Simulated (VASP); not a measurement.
# SrTiO3 (Pm-3m) in VASP: single point with PBE+U

Aim: the single point of SrTiO3 with PBE+U.

Program: VASP 6.6.1. These are calculated values, not measurements. Logs are shortened: lines on timing, memory, paths and dates and some standing lists are left out, and cuts for length are marked.

**1. The cell of the first run**

The structure is cubic, space group Pm-3m (No. 221). Conventional cell: a = 3.947 Å, b = 3.947 Å, c = 3.947 Å, α = 90.00°, β = 90.00°, γ = 90.00°. Within 3.7 Å of Sr (site symmetry m-3m) lie 12 O at 2.79 Å and 8 Ti at 3.42 Å. Within 2.6 Å of Ti (site symmetry m-3m) lie 6 O at 1.97 Å. Within 2.6 Å of O (site symmetry 4/mmm) lie 2 Ti at 1.97 Å.

**2. Single point, PBE+U**

INCAR reads:

```
ALGO     = Normal         # electronic algorithm
EDIFF    = 1E-6           # SCF threshold, eV
ENCUT    = 1340           # plane-wave cutoff, eV
GGA      = PE             # functional
GGA_COMPAT= False        
ISIF     = 2              # what is computed and relaxed
ISMEAR   = 0              # smearing method
LASPH    = True           # aspherical terms in the spheres
LCHARG   = False          # write CHGCAR
LDAU     = True           # DFT+U
LDAUJ    = 0 0 0        
LDAUL    = -1 2 -1        # shell
LDAUPRINT= 1            
LDAUTYPE = 2            
LDAUU    = 0 4 0          # U, eV
LMAXMIX  = 4              # l up to which the mixer works
LREAL    = False          # projectors in reciprocal space
LWAVE    = False          # write WAVECAR
NBANDS   = 28             # bands
NELM     = 200            # most SCF steps
PREC     = Accurate       # precision mode
SIGMA    = 0.02           # smearing width, eV
```

KPOINTS reads:

```
k-points
0
Gamma
  8 8 8
```

POSCAR reads:

```
SrTiO3
1.0
    3.9471053931      0.0000000000      0.0000000000
    0.0000000000      3.9471053931      0.0000000000
    0.0000000000      0.0000000000      3.9471053931
Sr Ti O
1 1 3
Direct
    0.5000000000      0.5000000000      0.5000000000
    0.0000000000      0.0000000000      0.0000000000
    0.5000000000      0.0000000000      0.0000000000
    0.0000000000      0.5000000000      0.0000000000
    0.0000000000      0.0000000000      0.5000000000
```

Potentials or basis: VASP PAW PBE potentials, release 64 (Sr_sv, Ti_sv, O_h).

Command:

```sh
cat potpaw_PBE.64/Sr_sv/POTCAR potpaw_PBE.64/Ti_sv/POTCAR potpaw_PBE.64/O_h/POTCAR > POTCAR
mpirun -np 1 vasp_std > vasp.out
```

OUTCAR:

```text
EDIFF = 1E-6
   ENCUT = 1340
   GGA = PE
   ISIF = 2
   ISMEAR = 0
   LASPH = True
   LREAL = False
   NELM = 200
   PREC = Accurate

 ion  position               nearest neighbor table
   1  0.500  0.500  0.500-   3 2.79   4 2.79   5 2.79   3 2.79   4 2.79   3 2.79   5 2.79   3 2.79
                             4 2.79   5 2.79   4 2.79   5 2.79   2 3.42   2 3.42   2 3.42   2 3.42
   2  0.000  0.000  0.000-   3 1.97   4 1.97   5 1.97   5 1.97   4 1.97   3 1.97   1 3.42   1 3.42
                             1 3.42   1 3.42   1 3.42   1 3.42   1 3.42   1 3.42
   3  0.500  0.000  0.000-   2 1.97   2 1.97   1 2.79   1 2.79   1 2.79   1 2.79
   4  0.000  0.500  0.000-   2 1.97   2 1.97   1 2.79   1 2.79   1 2.79   1 2.79
   5  0.000  0.000  0.500-   2 1.97   2 1.97   1 2.79   1 2.79   1 2.79   1 2.79

  LATTYP: Found a simple cubic cell.
 ALAT       =     3.9471053931

  Lattice vectors:

 A1 = (   3.9471053931,   0.0000000000,   0.0000000000)
 A2 = (   0.0000000000,   3.9471053931,   0.0000000000)
 A3 = (   0.0000000000,   0.0000000000,   3.9471053931)

Analysis of symmetry for initial positions (statically):
=====================================================================
 Subroutine PRICEL returns:
 Original cell was already a primitive cell.

 Routine SETGRP: Setting up the symmetry group for a
 simple cubic supercell.

 Subroutine GETGRP returns: Found 48 space group operations
 (whereof 48 operations were pure point group operations)
 out of a pool of 48 trial point group operations.

The static configuration has the point symmetry O_h .

Analysis of symmetry for dynamics (positions and initial velocities):
=====================================================================
 Subroutine PRICEL returns:
 Original cell was already a primitive cell.

 Routine SETGRP: Setting up the symmetry group for a
 simple cubic supercell.

 Subroutine GETGRP returns: Found 48 space group operations
 (whereof 48 operations were pure point group operations)
 out of a pool of 48 trial point group operations.

The dynamic configuration has the point symmetry O_h .

 Subroutine INISYM returns: Found 48 space group operations
 (whereof 48 operations are pure point group operations),
 and found     1 'primitive' translations

----------------------------------------------------------------------------------------

                                     Primitive cell

  volume of cell :      61.4945

  direct lattice vectors                    reciprocal lattice vectors
     3.947105393  0.000000000  0.000000000     0.253350215  0.000000000  0.000000000
     0.000000000  3.947105393  0.000000000     0.000000000  0.253350215  0.000000000
     0.000000000  0.000000000  3.947105393     0.000000000  0.000000000  0.253350215

  length of vectors
     3.947105393  3.947105393  3.947105393     0.253350215  0.253350215  0.253350215

  position of ions in fractional coordinates (direct lattice)
     0.500000000  0.500000000  0.500000000
     0.000000000  0.000000000  0.000000000
     0.500000000  0.000000000  0.000000000
     0.000000000  0.500000000  0.000000000
     0.000000000  0.000000000  0.500000000

  ion indices of the primitive-cell ions
   primitive index   ion index
                 1           1
                 2           2
                 3           3
                 4           4
                 5           5

----------------------------------------------------------------------------------------

 KPOINTS: k-points

Automatic generation of k-mesh.
 Grid dimensions read from file:
 generate k-points for:    8    8    8

 Generating k-lattice:

  Cartesian coordinates                     Fractional coordinates (reciprocal lattice)
     0.031668777  0.000000000  0.000000000     0.125000000  0.000000000  0.000000000
     0.000000000  0.031668777  0.000000000     0.000000000  0.125000000  0.000000000
[... 54 lines left out ...]
   LSORBIT =      F    spin-orbit coupling
   LASPH  =      T    aspherical Exc in radial PAW
   ENCUT  = 1340.0 eV  98.49 Ry    9.92 a.u.  11.78 11.78 11.78*2*pi/ulx,y,z
   NELM   =    200;   NELMIN=  2; NELMDL= -5     # of ELM steps
   EDIFF  = 0.1E-05   stopping-criterion for ELM
   LREAL  =      F    real-space projection
   EDIFFG = 0.1E-04   stopping-criterion for IOM
   NSW    =      0    number of steps for IOM
   IBRION =     -1    ionic relax: 0-MD 1-quasi-New 2-CG
   NFREE  =      0    steps in history (QN), initial steepest desc. (CG)
   ISIF   =      2    stress and relaxation
   ISYM   =      2    0-nonsym 1-usesym 2-fastsym
   POTIM  = 0.5000    time-step for ionic-motion
   TEBEG  =    0.0;   TEEND  =   0.0 temperature during run
   PSTRESS=    0.0 pullay stress
   NELECT =      40.0000    total number of electrons
   NUPDOWN=      -1.0000    fix difference up-down
   EMIN   =  10.00;   EMAX   =-10.00  energy-range for DOS
   EFERMI =   0.00;   METHOD = LEGACY
   ISMEAR =     0;   SIGMA  =   0.02  broadening in eV -4-tet -1-fermi 0-gaus
   EFERMI_NEDOS =   21; number of points for ismear=-14 and -15
   IALGO  =     38    algorithm
   IMIX   =      4    mixing-type and parameters
     AMIX     =   0.40;   BMIX     =  1.00
     AMIX_MAG =   1.60;   BMIX_MAG =  1.00
  volume/ion in A,a.u.               =      12.30        83.00
  Fermi-wavevector in a.u.,A,eV,Ry     =   1.418457  2.680495 27.375189  2.012020
  Thomas-Fermi vector in A             =   2.539580
   LORBIT       =      0    0 simple, 1 ext, 2 COOP (PROOUT), +10 PAW based schemes
 LDA+U is selected, type is set to LDAUTYPE =  2
   angular momentum for each species LDAUL =    -1    2   -1
   U (eV)           for each species LDAUU =   0.0  4.0  0.0
   J (eV)           for each species LDAUJ =   0.0  0.0  0.0
   GGA     = PE    functional components
   LHFCALC =     F    Hartree Fock is set to
   AEXX    =    0.0000 exact exchange contribution
   IVDW    =     0    specifies the selected vdW correction
   LEPSILON=     F    determine dielectric tensor
   LRPA    =     F    only Hartree local field effects (RPA)
 non-spin polarized calculation
 Gauss-broadening in eV      SIGMA  =   0.02
  energy-cutoff  :     1340.00
  volume of cell :       61.49
 maximum number of plane-waves:      6881
 NGX is ok and might be reduce to    48
   NGX = 23   NGY = 23   NGZ = 23

atom =   2  type =  2  l = 2

 onsite density matrix

spin component  1

  0.1020 -0.0000  0.0000  0.0000 -0.0000
 -0.0000  0.1020  0.0000  0.0000  0.0000
  0.0000  0.0000  0.2477 -0.0000 -0.0000
  0.0000  0.0000 -0.0000  0.1020 -0.0000
 -0.0000  0.0000 -0.0000 -0.0000  0.2477

spin component  2

  0.1020 -0.0000  0.0000  0.0000 -0.0000
 -0.0000  0.1020  0.0000  0.0000  0.0000
  0.0000  0.0000  0.2477 -0.0000 -0.0000
  0.0000  0.0000 -0.0000  0.1020 -0.0000
 -0.0000  0.0000 -0.0000 -0.0000  0.2477

 occupancies and eigenvectors

  o =  0.1020  v =  1.0000  0.0000  0.0000  0.0000  0.0000  0.0000  0.0000  0.0000  0.0000  0.0000      0.0000  0.0000  0.0000  0.0000  0.0000  0.0000  0.0000  0.0000  0.0000  0.0000
  o =  0.1020  v =  0.0000  0.0000  0.0000  0.0000  0.0000  1.0000  0.0000  0.0000  0.0000  0.0000      0.0000  0.0000  0.0000  0.0000  0.0000  0.0000  0.0000  0.0000  0.0000  0.0000
  o =  0.1020  v =  0.0000  0.5429  0.0000  0.8398 -0.0000  0.0000  0.0000  0.0000  0.0000  0.0000      0.0000  0.0000  0.0000  0.0000  0.0000  0.0000  0.0000  0.0000  0.0000  0.0000
  o =  0.1020  v =  0.0000  0.0000  0.0000  0.0000  0.0000  0.0000  0.5429  0.0000  0.8398 -0.0000      0.0000  0.0000  0.0000  0.0000  0.0000  0.0000  0.0000  0.0000  0.0000  0.0000
  o =  0.1020  v =  0.0000 -0.8398  0.0000  0.5429  0.0000  0.0000  0.0000  0.0000  0.0000  0.0000      0.0000  0.0000  0.0000  0.0000  0.0000  0.0000  0.0000  0.0000  0.0000  0.0000
  o =  0.1020  v =  0.0000  0.0000  0.0000  0.0000  0.0000  0.0000 -0.8398  0.0000  0.5429  0.0000      0.0000  0.0000  0.0000  0.0000  0.0000  0.0000  0.0000  0.0000  0.0000  0.0000
  o =  0.2477  v =  0.0000  0.0000 -0.9995 -0.0000 -0.0304  0.0000  0.0000  0.0000  0.0000  0.0000      0.0000  0.0000  0.0000  0.0000  0.0000  0.0000  0.0000  0.0000  0.0000  0.0000
  o =  0.2477  v =  0.0000  0.0000  0.0000  0.0000  0.0000  0.0000  0.0000 -0.9995 -0.0000 -0.0304      0.0000  0.0000  0.0000  0.0000  0.0000  0.0000  0.0000  0.0000  0.0000  0.0000
  o =  0.2477  v =  0.0000  0.0000  0.0000  0.0000  0.0000  0.0000 -0.0000  0.0304 -0.0000 -0.9995      0.0000  0.0000  0.0000  0.0000  0.0000  0.0000  0.0000  0.0000  0.0000  0.0000
  o =  0.2477  v =  0.0000 -0.0000  0.0304 -0.0000 -0.9995  0.0000  0.0000  0.0000  0.0000  0.0000      0.0000  0.0000  0.0000  0.0000  0.0000  0.0000  0.0000  0.0000  0.0000  0.0000

 number of electron      40.0000004 magnetization

 Free energy of the ion-electron system (eV)
  ---------------------------------------------------
  ext. energy  EPLUGINS =         0.00000000
  ---------------------------------------------------
  free energy    TOTEN  =       -37.43174634 eV

  energy without entropy =      -37.43174634  energy(sigma->0) =      -37.43174634

 E-fermi :   4.6428     XC(G=0): -11.1140

 val. band max:        4.4106108664   @ k =   0.5000   0.5000   0.5000
 cond. band min:       6.7249309098   @ k =   0.0000   0.0000   0.0000
 fundamental gap:      2.3143200434
 Fermi energy:         4.6428230604

 k-point     1 :       0.0000    0.0000    0.0000
  band No.  band energies     occupation
      1     -53.2349      2.00000
      2     -29.4115      2.00000
      3     -29.4115      2.00000
      4     -29.4115      2.00000
      5     -28.4729      2.00000
      6     -12.9603      2.00000
[... 733 lines left out ...]
     27      12.4990      0.00000
     28      12.9665      0.00000

 [... further k-points ...]

------------------------ aborting loop because EDIFF is reached ----------------------------------------

  FORCE on cell =-STRESS in cart. coord.  units (eV):
  Direction    XX          YY          ZZ          XY          YZ          ZX
  --------------------------------------------------------------------------------------
  -------------------------------------------------------------------------------------
  Total        0.9727576      0.9727576      0.9727576     -0.0000000     -0.0000000      0.0000000
  in kB       25.3442256     25.3442256     25.3442256     -0.0000000     -0.0000000      0.0000000
  external PRESSURE =      25.3442256 kB  Pullay stress =       0.0000000 kB

 VOLUME and BASIS-vectors are now :
 -----------------------------------------------------------------------------
  energy-cutoff  :     1340.00
  volume of cell :       61.49
      direct lattice vectors                 reciprocal lattice vectors
     3.947105393  0.000000000  0.000000000     0.253350215  0.000000000  0.000000000
     0.000000000  3.947105393  0.000000000     0.000000000  0.253350215  0.000000000
     0.000000000  0.000000000  3.947105393     0.000000000  0.000000000  0.253350215

 POSITION                                       TOTAL-FORCE (eV/Angst)
 -----------------------------------------------------------------------------------
      1.97355      1.97355      1.97355         0.000000      0.000000      0.000000
      0.00000      0.00000      0.00000         0.000000      0.000000      0.000000
      1.97355      0.00000      0.00000         0.000000      0.000000      0.000000
      0.00000      1.97355      0.00000         0.000000      0.000000      0.000000
      0.00000      0.00000      1.97355         0.000000      0.000000      0.000000
 -----------------------------------------------------------------------------------
    total drift:                                0.000000     -0.000000      0.000000

  FREE ENERGIE OF THE ION-ELECTRON SYSTEM (eV)
  ---------------------------------------------------
  free  energy   TOTEN  =       -37.4317463410 eV

  energy  without entropy=      -37.4317463410  energy(sigma->0) =      -37.43174634
```

It took 2.8 min on 1 thread of Intel Xeon Platinum 8559C (Emerald Rapids), shared host; peak memory 0.5 GiB.

What came out:

- Free energy: -37.4317 eV
- Pressure: 2.5 GPa
- Band gap on the k mesh: 2.31 eV (least direct gap 2.74 eV)

Levels at points of the mesh, in eV from the valence-band top:
```tsv
k point	band 18	band 19	band 20	band 21	band 22	band 23
(0.00, 0.00, 0.00)	-0.43	-0.43	-0.43	2.31	2.31	2.31
(0.50, 0.00, 0.00)	-1.91	-0.80	-0.80	2.50	4.09	4.09
(0.50, 0.50, 0.00)	-1.56	-1.56	-0.09	4.10	4.10	4.56
(0.50, 0.50, 0.50)	0.00	0.00	0.00	4.76	4.76	4.76
```

Eigenvalues of the final occupation matrices:
```tsv
site	spin	trace	eigenvalues
site 2 d	1	0.80	0.10 0.10 0.10 0.25 0.25
site 2 d	2	0.80	0.10 0.10 0.10 0.25 0.25
```

A k mesh can miss the band edges.
